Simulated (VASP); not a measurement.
# WS2 (R3m) in VASP: further runs

WS2 is run at these levels: PBEsol; tasks: single point.

Program: VASP 6.6.1. These are calculated values, not measurements. Logs are shortened: lines on timing, memory, paths and dates and some standing lists are left out, and cuts for length are marked.

**1. The cell of the first run**

It takes space group R3m (No. 160, trigonal). Conventional cell: a = 3.284 Å, b = 3.284 Å, c = 18.490 Å, α = 90.00°, β = 90.00°, γ = 120.00°. Within 3.3 Å of W (site symmetry 3m) lie 6 S at 2.45 to 2.47 Å and 6 W at 3.28 Å. Within 3.3 Å of S (site symmetry 3m) lie 3 W at 2.45 Å and 7 S at 3.13 to 3.28 Å. Within 3.3 Å of S (site symmetry 3m) lie 3 W at 2.47 Å and 7 S at 3.13 to 3.28 Å.

**2. Single point, PBEsol (strain +0.040 along x and y, +0.000 along z)**

INCAR

```
SYSTEM = WS2
ALGO = Normal
EDIFF = 1E-7
ENCUT = 520
GGA = PS
ISIF = 2
ISMEAR = 0
LASPH = .True.
LCHARG = .False.
LREAL = .False.
LWAVE = .False.
NBANDS = 20
NELM = 100
PREC = Accurate
SIGMA = 0.05
```

KPOINTS

```
k-points
0
Gamma
  12 12 12
  0 0 0
```

POSCAR

```
WS2
1.0
    1.6421603996      0.9481017488      6.1633300000
   -1.6421603996      0.9481017488      6.1633300000
    0.0000000000     -1.8962034976      6.1633300000
W S
1 2
Direct
    0.0000000000      0.0000000000      0.0000000000
    0.7503000000      0.7503000000      0.7503000000
    0.5810000000      0.5810000000      0.5810000000
```

Potentials or basis: VASP PAW PBE potentials, release 64 (W_sv, S).

Command:

```console
$ cat potpaw_PBE.64/W_sv/POTCAR potpaw_PBE.64/S/POTCAR > POTCAR
$ mpirun -np 1 vasp_std > vasp.out
```

OUTCAR:

```text
SYSTEM = WS2
   EDIFF = 1E-7
   ENCUT = 520
   GGA = PS
   ISIF = 2
   ISMEAR = 0
   LASPH = .True.
   LREAL = .False.
   NELM = 100
   PREC = Accurate

 ion  position               nearest neighbor table
   1  0.000  0.000  0.000-   2 2.45   2 2.45   2 2.45   3 2.47   3 2.47   3 2.47
   2  0.750  0.750  0.750-   1 2.45   1 2.45   1 2.45
   3  0.581  0.581  0.581-   1 2.47   1 2.47   1 2.47

  LATTYP: Found a trigonal (rhomboedric) cell.
 ALAT       =     6.4484280560
 COS(alpha) =     0.8702959826

  Lattice vectors:

 A1 = (   1.6421603996,   0.9481017488,   6.1633300000)
 A2 = (  -1.6421603996,   0.9481017488,   6.1633300000)
 A3 = (   0.0000000000,  -1.8962034976,   6.1633300000)

Analysis of symmetry for initial positions (statically):
=====================================================================
 Subroutine PRICEL returns:
 Original cell was already a primitive cell.

 Routine SETGRP: Setting up the symmetry group for a
 trigonal (rhombohedral) supercell.

 Subroutine GETGRP returns: Found  6 space group operations
 (whereof  6 operations were pure point group operations)
 out of a pool of 12 trial point group operations.

The static configuration has the point symmetry C_3v.

Analysis of symmetry for dynamics (positions and initial velocities):
=====================================================================
 Subroutine PRICEL returns:
 Original cell was already a primitive cell.

 Routine SETGRP: Setting up the symmetry group for a
 trigonal (rhombohedral) supercell.

 Subroutine GETGRP returns: Found  6 space group operations
 (whereof  6 operations were pure point group operations)
 out of a pool of 12 trial point group operations.

The dynamic configuration has the point symmetry C_3v.

 Subroutine INISYM returns: Found  6 space group operations
 (whereof  6 operations are pure point group operations),
 and found     1 'primitive' translations

----------------------------------------------------------------------------------------

                                     Primitive cell

  volume of cell :      57.5754

  direct lattice vectors                    reciprocal lattice vectors
     1.642160400  0.948101749  6.163330000     0.304476956  0.175789853  0.054083318
    -1.642160400  0.948101749  6.163330000    -0.304476956  0.175789853  0.054083318
     0.000000000 -1.896203498  6.163330000     0.000000000 -0.351579705  0.054083318

[... 82 lines left out ...]
   LASPH  =      T    aspherical Exc in radial PAW
   ENCUT  =  520.0 eV  38.22 Ry    6.18 a.u.  11.99 11.99 11.99*2*pi/ulx,y,z
   NELM   =    100;   NELMIN=  2; NELMDL= -5     # of ELM steps
   EDIFF  = 0.1E-06   stopping-criterion for ELM
   LREAL  =      F    real-space projection
   EDIFFG = 0.1E-05   stopping-criterion for IOM
   NSW    =      0    number of steps for IOM
   IBRION =     -1    ionic relax: 0-MD 1-quasi-New 2-CG
   NFREE  =      0    steps in history (QN), initial steepest desc. (CG)
   ISIF   =      2    stress and relaxation
   ISYM   =      2    0-nonsym 1-usesym 2-fastsym
   POTIM  = 0.5000    time-step for ionic-motion
   TEBEG  =    0.0;   TEEND  =   0.0 temperature during run
   PSTRESS=    0.0 pullay stress
   NELECT =      26.0000    total number of electrons
   NUPDOWN=      -1.0000    fix difference up-down
   EMIN   =  10.00;   EMAX   =-10.00  energy-range for DOS
   EFERMI =   0.00;   METHOD = LEGACY
   ISMEAR =     0;   SIGMA  =   0.05  broadening in eV -4-tet -1-fermi 0-gaus
   EFERMI_NEDOS =   21; number of points for ismear=-14 and -15
   IALGO  =     38    algorithm
   IMIX   =      4    mixing-type and parameters
     AMIX     =   0.40;   BMIX     =  1.00
     AMIX_MAG =   1.60;   BMIX_MAG =  1.00
  volume/ion in A,a.u.               =      19.19       129.51
  Fermi-wavevector in a.u.,A,eV,Ry     =   1.255992  2.373481 21.463408  1.577516
  Thomas-Fermi vector in A             =   2.389722
   LORBIT       =      0    0 simple, 1 ext, 2 COOP (PROOUT), +10 PAW based schemes
   GGA     = PS    functional components
   LHFCALC =     F    Hartree Fock is set to
   AEXX    =    0.0000 exact exchange contribution
   IVDW    =     0    specifies the selected vdW correction
   LEPSILON=     F    determine dielectric tensor
   LRPA    =     F    only Hartree local field effects (RPA)
 non-spin polarized calculation
 Gauss-broadening in eV      SIGMA  =   0.05
  energy-cutoff  :      520.00
  volume of cell :       57.58
 maximum number of plane-waves:      1570
   NGX = 23   NGY = 23   NGZ = 23

 number of electron      26.0000001 magnetization

 Free energy of the ion-electron system (eV)
  ---------------------------------------------------
  ext. energy  EPLUGINS =         0.00000000
  ---------------------------------------------------
  free energy    TOTEN  =       -25.06124783 eV

  energy without entropy =      -25.06124783  energy(sigma->0) =      -25.06124783

 E-fermi :   6.9256     XC(G=0): -10.7409

 val. band max:        6.5956063293   @ k =   0.5000   0.5000   0.5000
 cond. band min:       7.3015219702   @ k =  -0.1667   0.5000   0.1667
 fundamental gap:      0.7059156409
 Fermi energy:         6.9255808854

 k-point     1 :       0.0000    0.0000    0.0000
  band No.  band energies     occupation
      1     -68.2933      2.00000
      2     -32.4560      2.00000
      3     -32.3868      2.00000
      4     -32.3868      2.00000
      5      -8.6456      2.00000
      6      -6.7716      2.00000
[... 541 lines left out ...]
     19      14.2786      0.00000
     20      14.4717      0.00000

 [... further k-points ...]

------------------------ aborting loop because EDIFF is reached ----------------------------------------

  FORCE on cell =-STRESS in cart. coord.  units (eV):
  Direction    XX          YY          ZZ          XY          YZ          ZX
  --------------------------------------------------------------------------------------
  -------------------------------------------------------------------------------------
  Total       -4.7730535     -4.7730535     -2.5234021      0.0000000      0.0000000      0.0000000
  in kB     -132.8219008   -132.8219008    -70.2198422      0.0000000      0.0000000      0.0000000
  external PRESSURE =    -111.9545479 kB  Pullay stress =       0.0000000 kB

 VOLUME and BASIS-vectors are now :
 -----------------------------------------------------------------------------
  energy-cutoff  :      520.00
  volume of cell :       57.58
      direct lattice vectors                 reciprocal lattice vectors
     1.642160400  0.948101749  6.163330000     0.304476956  0.175789853  0.054083318
    -1.642160400  0.948101749  6.163330000    -0.304476956  0.175789853  0.054083318
     0.000000000 -1.896203498  6.163330000     0.000000000 -0.351579705  0.054083318

 POSITION                                       TOTAL-FORCE (eV/Angst)
 -----------------------------------------------------------------------------------
      0.00000      0.00000      0.00000         0.000000      0.000000     -0.498609
      0.00000      0.00000     13.87304         0.000000      0.000000     -0.583796
      0.00000      0.00000     10.74268         0.000000     -0.000000      1.082404
 -----------------------------------------------------------------------------------
    total drift:                               -0.000000     -0.000000      0.000020

  FREE ENERGIE OF THE ION-ELECTRON SYSTEM (eV)
  ---------------------------------------------------
  free  energy   TOTEN  =       -25.0612478316 eV

  energy  without entropy=      -25.0612478316  energy(sigma->0) =      -25.06124783
```

Run time: 14 min. Hardware: 1 thread of Intel Xeon 8259CL, shared host; peak memory 0.45 GiB.

What came out:

```yaml
Free_energy: -25.0612 eV
Pressure: -11.2 GPa
Largest_force: 1.082 eV/Å
Band_gap_on_the_k_mesh: 0.71 eV (least direct gap 1.50 eV)
```

Forces in eV/Å, atoms in the order of the input:
```
W    0.000  0.000 -0.499
S    0.000  0.000 -0.584
S    0.000  0.000  1.082
```

Stress tensor (GPa, compression positive):
```
-13.28   0.00   0.00
  0.00 -13.28   0.00
  0.00   0.00  -7.02
```

Caveat: the cell differs from its parent crystal (strain +0.040 along x and y, +0.000 along z); the cell stands under tension; the PAW data sets were made with another functional, which shifts forces and pressure a little; spin-orbit coupling is left out, which moves the levels of the heavy elements.

**3. Single point, PBEsol (strain +0.040 along x and y, +0.040 along z)**

INCAR

```
PREC = Accurate
ENCUT = 520
EDIFF = 1E-6
ISMEAR = 0
SIGMA = 0.05
LREAL = False
LASPH = True
NELM = 100
ALGO = Normal
ISIF = 2
LWAVE = False
LCHARG = True
GGA = PS
LELF = True
LVHAR = True
NBANDS = 20
```

KPOINTS

```
regular mesh
0
Gamma
  12 12 12
```

POSCAR

```
WS2
1.0
    1.6421603996      0.9481017488      6.4098632000
   -1.6421603996      0.9481017488      6.4098632000
    0.0000000000     -1.8962034976      6.4098632000
W S
1 2
Direct
    0.0000000000      0.0000000000      0.0000000000
    0.7503000000      0.7503000000      0.7503000000
    0.5810000000      0.5810000000      0.5810000000
```

Potentials or basis: VASP PAW PBE potentials, release 64 (W_sv, S).

Command:

```console
$ cat potpaw_PBE.64/W_sv/POTCAR potpaw_PBE.64/S/POTCAR > POTCAR
$ mpirun -np 1 vasp_std > vasp.out
```

It took 18 min on 1 thread of Intel Xeon 8259CL, shared host; peak memory 0.48 GiB.

The run converged. Its results:

| Property | Result |
| --- | --- |
| Free energy | -24.8944 eV |
| Pressure | -15.7 GPa |
| Largest force | 2.039 eV/Å |
| Band gap on the k mesh | 1.06 eV (least direct gap 1.62 eV) |

Forces in eV/Å, atoms in the order of the input:
```
W    0.000  0.000 -0.452
S    0.000  0.000 -1.587
S    0.000  0.000  2.039
```

Stress tensor (GPa, compression positive):
```
-15.53   0.00   0.00
  0.00 -15.53   0.00
  0.00   0.00 -16.05
```

Levels at points of the mesh, in eV from the valence-band top:
```tsv
k point	band 11	band 12	band 13	band 14	band 15	band 16
(0.00, 0.00, 0.00)	-1.96	-1.42	-0.86	2.03	2.03	2.25
(0.50, 0.00, 0.00)	-2.33	-1.64	-1.39	2.03	2.34	3.35
(0.50, 0.50, 0.00)	-2.80	-1.80	-1.27	2.00	2.41	2.99
(0.50, 0.50, 0.50)	-1.93	-1.93	0.00	2.08	2.08	2.17
```

Caveat: the cell differs from its parent crystal (strain +0.040 along x and y, +0.040 along z); the cell stands under tension; the PAW data sets were made with another functional, which shifts forces and pressure a little; spin-orbit coupling is left out, which moves the levels of the heavy elements. A k mesh can miss the band edges.

**4. Single point, PBEsol (strain +0.080 along x and y, +0.000 along z)**

INCAR

```
PREC     = Accurate       # precision mode
ENCUT    = 520            # plane-wave cutoff, eV
EDIFF    = 1E-6           # SCF threshold, eV
ISMEAR   = 0              # smearing method
SIGMA    = 0.05           # smearing width, eV
LREAL    = F              # projectors in reciprocal space
LASPH    = T              # aspherical terms in the spheres
NELM     = 60             # most SCF steps
ALGO     = Normal         # electronic algorithm
ISIF     = 2              # what is computed and relaxed
LWAVE    = F              # write WAVECAR
LCHARG   = T              # write CHGCAR
GGA      = PS             # functional
LELF     = T              # ELF
LVHAR    = T            
NBANDS   = 20             # bands
```

KPOINTS

```
Automatic mesh
0
Gamma
  12 12 12
```

POSCAR

```
WS2
1.0
    1.7053204150      0.9845672007      6.1633300000
   -1.7053204150      0.9845672007      6.1633300000
    0.0000000000     -1.9691344013      6.1633300000
W S
1 2
Direct
    0.0000000000      0.0000000000      0.0000000000
    0.7503000000      0.7503000000      0.7503000000
    0.5810000000      0.5810000000      0.5810000000
```

Command:

```console
$ cat potpaw_PBE.64/W_sv/POTCAR potpaw_PBE.64/S/POTCAR > POTCAR
$ mpirun -np 1 vasp_std > vasp.out
```

Wall time 12 min (1 thread of Intel Xeon 8259CL, shared host); peak memory 0.46 GiB.

Results (log left out):

```yaml
Free_energy: -24.5639 eV
Pressure: -18.1 GPa
Largest_force: 1.608 eV/Å
Band_gap_on_the_k_mesh: 0.37 eV (least direct gap 1.21 eV)
```

Forces on the atoms (eV/Å):
```
W    0.000  0.000 -0.413
S    0.000  0.000 -1.195
S    0.000  0.000  1.608
```

Stress tensor (GPa, compression positive):
```
-21.51   0.00   0.00
  0.00 -21.51   0.00
  0.00   0.00 -11.41
```

Levels at points of the mesh, in eV from the valence-band top:
| k point | band 9 | band 10 | band 11 | band 12 | band 13 | band 14 | band 15 | band 16 | band 17 | band 18 |
| --- | --- | --- | --- | --- | --- | --- | --- | --- | --- | --- |
| (0.00, 0.00, 0.00) | -3.62 | -2.58 | -2.58 | -1.14 | -0.67 | 1.51 | 1.51 | 1.89 | 1.89 | 3.21 |
| (0.50, 0.00, 0.00) | -4.77 | -4.03 | -2.26 | -2.23 | -1.51 | 1.30 | 1.59 | 2.90 | 3.06 | 3.92 |
| (0.50, 0.50, 0.00) | -4.52 | -3.92 | -2.74 | -2.46 | -1.45 | 1.25 | 1.61 | 2.55 | 3.49 | 4.52 |
| (0.50, 0.50, 0.50) | -3.64 | -3.24 | -2.54 | -2.54 | 0.00 | 1.64 | 1.64 | 1.72 | 1.72 | 3.74 |

Caveat: the cell differs from its parent crystal (strain +0.080 along x and y, +0.000 along z); the cell stands under tension; the PAW data sets were made with another functional, which shifts forces and pressure a little; spin-orbit coupling is left out, which moves the levels of the heavy elements. A k mesh can miss the band edges.

(Continued in part 2 of 2.)
